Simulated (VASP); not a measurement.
# Nb3Sn (Pm-3n) in VASP: single point with LDA

Aim: the single point of Nb3Sn with LDA.

All numbers are computed with VASP 6.6.1; they aren't measurements. Logs are shortened: lines on timing, memory, paths and dates and some standing lists are left out, and cuts for length are marked.

## Step 1: The cell of the first run

Symmetry: Pm-3n, No. 223, cubic system. The conventional cell has a = 5.221 Å, b = 5.221 Å, c = 5.221 Å, α = 90.00°, β = 90.00°, γ = 90.00°. Within 3.4 Å of Nb (site symmetry -4m2) lie 10 Nb at 2.61 to 3.20 Å and 4 Sn at 2.92 Å. Sn (site symmetry m-3) has 12 Nb at 2.92 Å within 3.8 Å.

## Step 2: Single point, LDA

Contents of POSCAR:

```
Nb3Sn
1.0
    5.2208322626      0.0000000000      0.0000000000
    0.0000000000      5.2208322626      0.0000000000
    0.0000000000      0.0000000000      5.2208322626
Nb Sn
6 2
Direct
    0.2500000000      0.0000000000      0.5000000000
    0.5000000000      0.7500000000      0.0000000000
    0.7500000000      0.0000000000      0.5000000000
    0.5000000000      0.2500000000      0.0000000000
    0.0000000000      0.5000000000      0.7500000000
    0.0000000000      0.5000000000      0.2500000000
    0.0000000000      0.0000000000      0.0000000000
    0.5000000000      0.5000000000      0.5000000000
```

Contents of INCAR.step1:

```
SYSTEM = Nb3Sn
PREC = Accurate ; ENCUT = 400
EDIFF = 1E-6 ; ISMEAR = 0
SIGMA = 0.1 ; LREAL = .False.
LASPH = .True. ; NELM = 120
ALGO = Normal ; ISIF = 2
LWAVE = .False. ; LCHARG = .True.
LMAXMIX = 4 ; GGA = CA
NBANDS = 63 ; GGA_COMPAT = .False.
NEDOS = 2001 ; LORBIT = 11
```

Contents of KPOINTS.step1:

```
Automatic mesh
0
Gamma
  8 8 8
  0 0 0
```

Contents of INCAR.step2:

```
SYSTEM = Nb3Sn
PREC = Accurate ; ENCUT = 400
EDIFF = 1E-6 ; ISMEAR = -5
SIGMA = 0.1 ; LREAL = .False.
LASPH = .True. ; NELM = 120
ALGO = Normal ; ISIF = 2
LWAVE = .False. ; LCHARG = .False.
LMAXMIX = 4 ; GGA = CA
LORBIT = 11 ; NBANDS = 63
NEDOS = 2001 ; ICHARG = 11
GGA_COMPAT = .False.
```

Contents of KPOINTS.step2:

```
Automatic mesh
0
Gamma
  12 12 12
  0 0 0
```

Potentials or basis: VASP PAW LDA potentials, release 64 (Nb_sv, Sn_d).

Launch:

```console
cat potpaw_LDA.64/Nb_sv/POTCAR potpaw_LDA.64/Sn_d/POTCAR > POTCAR
cp INCAR.step1 INCAR
cp KPOINTS.step1 KPOINTS
mpirun -np 1 vasp_std > vasp.out
cp INCAR.step2 INCAR
cp KPOINTS.step2 KPOINTS
mpirun -np 1 vasp_std > vasp.out
```

OUTCAR:

```text
SYSTEM = Nb3Sn
   PREC = Accurate
   ENCUT = 400
   EDIFF = 1E-6
   ISMEAR = -5
   LREAL = .False.
   LASPH = .True.
   NELM = 120
   ISIF = 2
   GGA = CA
   LORBIT = 11
   ICHARG = 11

 ion  position               nearest neighbor table
   1  0.250  0.000  0.500-   3 2.61   3 2.61   8 2.92   7 2.92   8 2.92   7 2.92
   2  0.500  0.750  0.000-   4 2.61   4 2.61   8 2.92   8 2.92   7 2.92   7 2.92
   3  0.750  0.000  0.500-   1 2.61   1 2.61   8 2.92   7 2.92   8 2.92   7 2.92
   4  0.500  0.250  0.000-   2 2.61   2 2.61   8 2.92   8 2.92   7 2.92   7 2.92
   5  0.000  0.500  0.750-   6 2.61   6 2.61   8 2.92   7 2.92   7 2.92   8 2.92
   6  0.000  0.500  0.250-   5 2.61   5 2.61   8 2.92   7 2.92   7 2.92   8 2.92
   7  0.000  0.000  0.000-   1 2.92   2 2.92   3 2.92   4 2.92   5 2.92   6 2.92   1 2.92   3 2.92
                             5 2.92   6 2.92   2 2.92   4 2.92
   8  0.500  0.500  0.500-   1 2.92   2 2.92   3 2.92   4 2.92   5 2.92   6 2.92   2 2.92   4 2.92
                             1 2.92   3 2.92   5 2.92   6 2.92

  LATTYP: Found a simple cubic cell.
 ALAT       =     5.2208322626

  Lattice vectors:

 A1 = (   5.2208322626,   0.0000000000,   0.0000000000)
 A2 = (   0.0000000000,   5.2208322626,   0.0000000000)
 A3 = (   0.0000000000,   0.0000000000,   5.2208322626)

Analysis of symmetry for initial positions (statically):
=====================================================================
 Subroutine PRICEL returns:
 Original cell was already a primitive cell.

 Routine SETGRP: Setting up the symmetry group for a
 simple cubic supercell.

 Subroutine GETGRP returns: Found 48 space group operations
 (whereof 24 operations were pure point group operations)
 out of a pool of 48 trial point group operations.

The static configuration has the point symmetry T_h .
 The point group associated with its full space group is O_h .

Analysis of symmetry for dynamics (positions and initial velocities):
=====================================================================
 Subroutine PRICEL returns:
 Original cell was already a primitive cell.

 Routine SETGRP: Setting up the symmetry group for a
 simple cubic supercell.

 Subroutine GETGRP returns: Found 48 space group operations
 (whereof 24 operations were pure point group operations)
 out of a pool of 48 trial point group operations.

The dynamic configuration has the point symmetry T_h .
 The point group associated with its full space group is O_h .

 Subroutine INISYM returns: Found 48 space group operations
 (whereof 24 operations are pure point group operations),
 and found     1 'primitive' translations

----------------------------------------------------------------------------------------

                                     Primitive cell

  volume of cell :     142.3047

  direct lattice vectors                    reciprocal lattice vectors
     5.220832263  0.000000000  0.000000000     0.191540343  0.000000000  0.000000000
     0.000000000  5.220832263  0.000000000     0.000000000  0.191540343  0.000000000
     0.000000000  0.000000000  5.220832263     0.000000000  0.000000000  0.191540343

  length of vectors
     5.220832263  5.220832263  5.220832263     0.191540343  0.191540343  0.191540343

  position of ions in fractional coordinates (direct lattice)
     0.250000000  0.000000000  0.500000000
     0.500000000  0.750000000  0.000000000
     0.750000000  0.000000000  0.500000000
     0.500000000  0.250000000  0.000000000
     0.000000000  0.500000000  0.750000000
     0.000000000  0.500000000  0.250000000
     0.000000000  0.000000000  0.000000000
     0.500000000  0.500000000  0.500000000

  ion indices of the primitive-cell ions
   primitive index   ion index
                 1           1
                 2           2
                 3           3
                 4           4
                 5           5
                 6           6
                 7           7
                 8           8

----------------------------------------------------------------------------------------

 KPOINTS: Automatic mesh

Automatic generation of k-mesh.
 Grid dimensions read from file:
 generate k-points for:   12   12   12

 Generating k-lattice:

  Cartesian coordinates                     Fractional coordinates (reciprocal lattice)
     0.015961695  0.000000000  0.000000000     0.083333333  0.000000000  0.000000000
     0.000000000  0.015961695  0.000000000     0.000000000  0.083333333  0.000000000
     0.000000000  0.000000000  0.015961695     0.000000000  0.000000000  0.083333333

  Length of vectors
     0.015961695  0.015961695  0.015961695

  Shift w.r.t. Gamma in fractional coordinates (k-lattice)
     0.000000000  0.000000000  0.000000000

 TETIRR: Found    854 inequivalent tetrahedra from    10368

 Subroutine IBZKPT returns following result:
 ===========================================

 Found     84 irreducible k-points:

 Following reciprocal coordinates:
            Coordinates               Weight
  0.000000  0.000000  0.000000      1.000000
  0.083333  0.000000  0.000000      6.000000
  0.166667  0.000000  0.000000      6.000000
  0.250000  0.000000  0.000000      6.000000
  0.333333  0.000000  0.000000      6.000000
  0.416667  0.000000  0.000000      6.000000
[... 16 lines left out ...]
  0.333333  0.333333  0.000000     12.000000
  0.416667  0.333333  0.000000     24.000000
 [... further k-points ...]
   k-points           NKPTS =     84   k-points in BZ     NKDIM =     84   number of bands    NBANDS=     63
   number of dos      NEDOS =   2001   number of ions     NIONS =      8
   total plane-waves  NPLWV =  46656
   dimension x,y,z NGX =    36 NGY =   36 NGZ =   36
   dimension x,y,z NGXF=    72 NGYF=   72 NGZF=   72
   ions per type =               6   2
   NGX,Y,Z   is equivalent  to a cutoff of  11.46, 11.46, 11.46 a.u.
   NGXF,Y,Z  is equivalent  to a cutoff of  22.93, 22.93, 22.93 a.u.
 SYSTEM =  Nb3Sn
   PREC   = accura    normal or accurate (medium, high low for compatibility)
   ISTART =      0    job   : 0-new  1-cont  2-samecut
   ICHARG =     11    charge: 1-file 2-atom 10-const
   ISPIN  =      1    spin polarized calculation?
   LNONCOLLINEAR =      F non collinear calculations
   LSORBIT =      F    spin-orbit coupling
   LASPH  =      T    aspherical Exc in radial PAW
   ENCUT  =  400.0 eV  29.40 Ry    5.42 a.u.   8.51  8.51  8.51*2*pi/ulx,y,z
   NELM   =    120;   NELMIN=  2; NELMDL=  0     # of ELM steps
   EDIFF  = 0.1E-05   stopping-criterion for ELM
   LREAL  =      F    real-space projection
   EDIFFG = 0.1E-04   stopping-criterion for IOM
   NSW    =      0    number of steps for IOM
   IBRION =     -1    ionic relax: 0-MD 1-quasi-New 2-CG
   NFREE  =      0    steps in history (QN), initial steepest desc. (CG)
   ISIF   =      2    stress and relaxation
   ISYM   =      2    0-nonsym 1-usesym 2-fastsym
   POTIM  = 0.5000    time-step for ionic-motion
   TEBEG  =    0.0;   TEEND  =   0.0 temperature during run
   PSTRESS=    0.0 pullay stress
   NELECT =     106.0000    total number of electrons
   NUPDOWN=      -1.0000    fix difference up-down
   EMIN   =  10.00;   EMAX   =-10.00  energy-range for DOS
   EFERMI =   0.00;   METHOD = LEGACY
   ISMEAR =    -5;   SIGMA  =   0.10  broadening in eV -4-tet -1-fermi 0-gaus
   EFERMI_NEDOS =   21; number of points for ismear=-14 and -15
   IALGO  =     38    algorithm
   IMIX   =      4    mixing-type and parameters
     AMIX     =   0.40;   BMIX     =  1.00
     AMIX_MAG =   1.60;   BMIX_MAG =  1.00
  volume/ion in A,a.u.               =      17.79       120.04
  Fermi-wavevector in a.u.,A,eV,Ry     =   1.484011  2.804374 29.963946  2.202288
  Thomas-Fermi vector in A             =   2.597601
   LORBIT       =     11    0 simple, 1 ext, 2 COOP (PROOUT), +10 PAW based schemes
   GGA     = CA    functional components
   LHFCALC =     F    Hartree Fock is set to
   AEXX    =    0.0000 exact exchange contribution
   IVDW    =     0    specifies the selected vdW correction
   LEPSILON=     F    determine dielectric tensor
   LRPA    =     F    only Hartree local field effects (RPA)
 non-spin polarized calculation
 Fermi weights with tetrahedron method with Bloechl corrections
  energy-cutoff  :      400.00
  volume of cell :      142.30
 maximum number of plane-waves:      2612
 NGX is ok and might be reduce to    36

 number of electron     105.9999988 magnetization

 Free energy of the ion-electron system (eV)
  ---------------------------------------------------
  ext. energy  EPLUGINS =         0.00000000
  ---------------------------------------------------
  free energy    TOTEN  =       -78.19998046 eV

  energy without entropy =      -78.19998046  energy(sigma->0) =      -78.19998046

 E-fermi :  11.7428     XC(G=0): -12.7727

 val. band max:       11.7694868475   @ k =   0.4167   0.3333   0.0000
 cond. band min:      11.7283131332   @ k =   0.4167   0.4167   0.4167
 fundamental gap:     -0.0411737144
 Fermi energy:        11.7427890799

 k-point     1 :       0.0000    0.0000    0.0000
  band No.  band energies     occupation
      1     -42.4513      2.00000
      2     -42.3633      2.00000
      3     -42.3633      2.00000
      4     -42.1064      2.00000
      5     -42.1064      2.00000
      6     -42.1064      2.00000
[... 55 lines left out ...]
     62      15.6769      0.00000
     63      15.7073      0.00000

 k-point     2 :       0.0833    0.0000    0.0000
  band No.  band energies     occupation
      1     -42.4488      2.00000
      2     -42.3645      2.00000
      3     -42.3601      2.00000
      4     -42.1113      2.00000
      5     -42.1064      2.00000
      6     -42.1064      2.00000
[... 1507 lines left out ...]
     62      14.5349      0.00000
     63      14.7036      0.00000

 [... further k-points ...]

------------------------ aborting loop because EDIFF is reached ----------------------------------------

  FORCE on cell =-STRESS in cart. coord.  units (eV):
  Direction    XX          YY          ZZ          XY          YZ          ZX
  --------------------------------------------------------------------------------------
  -------------------------------------------------------------------------------------
  Total       -0.5489888     -0.5489888     -0.5489888     -0.0000000     -0.0000000     -0.0000000
  in kB       -6.1809449     -6.1809449     -6.1809449     -0.0000000     -0.0000000     -0.0000000
  external PRESSURE =      -6.1809449 kB  Pullay stress =       0.0000000 kB

 VOLUME and BASIS-vectors are now :
 -----------------------------------------------------------------------------
  energy-cutoff  :      400.00
  volume of cell :      142.30
      direct lattice vectors                 reciprocal lattice vectors
     5.220832263  0.000000000  0.000000000     0.191540343  0.000000000  0.000000000
     0.000000000  5.220832263  0.000000000     0.000000000  0.191540343  0.000000000
     0.000000000  0.000000000  5.220832263     0.000000000  0.000000000  0.191540343

 POSITION                                       TOTAL-FORCE (eV/Angst)
 -----------------------------------------------------------------------------------
      1.30521      0.00000      2.61042         0.000000      0.000000     -0.000000
      2.61042      3.91562      0.00000         0.000000      0.000000      0.000000
      3.91562      0.00000      2.61042        -0.000000     -0.000000      0.000000
      2.61042      1.30521      0.00000         0.000000      0.000000      0.000000
      0.00000      2.61042      3.91562        -0.000000     -0.000000     -0.000000
      0.00000      2.61042      1.30521        -0.000000     -0.000000      0.000000
      0.00000      0.00000      0.00000         0.000000      0.000000     -0.000000
      2.61042      2.61042      2.61042         0.000000      0.000000     -0.000000
 -----------------------------------------------------------------------------------
    total drift:                                0.000000      0.000000     -0.000000

  FREE ENERGIE OF THE ION-ELECTRON SYSTEM (eV)
  ---------------------------------------------------
  free  energy   TOTEN  =       -78.1999804550 eV

  energy  without entropy=      -78.1999804550  energy(sigma->0) =      -78.19998046

 total charge

# of ion       s       p       d       tot
------------------------------------------
    1        2.190   6.003   2.593  10.786
    2        2.190   6.003   2.593  10.786
    3        2.190   6.003   2.593  10.786
    4        2.190   6.003   2.593  10.786
    5        2.190   6.003   2.593  10.786
    6        2.190   6.003   2.593  10.786
    7        1.107   1.510  10.066  12.683
    8        1.107   1.510  10.066  12.683
--------------------------------------------------
tot         15.356  39.040  35.688  90.084
```

It took 7.1 min on 1 thread of Oxide Virtual Turin-like, shared host; peak memory 0.41 GiB.

What came out:

- Valence electrons inside the program's atomic spheres: Nb 10.79; Sn 12.68

Caveat: spin-orbit coupling is left out, which moves the levels of the heavy elements.
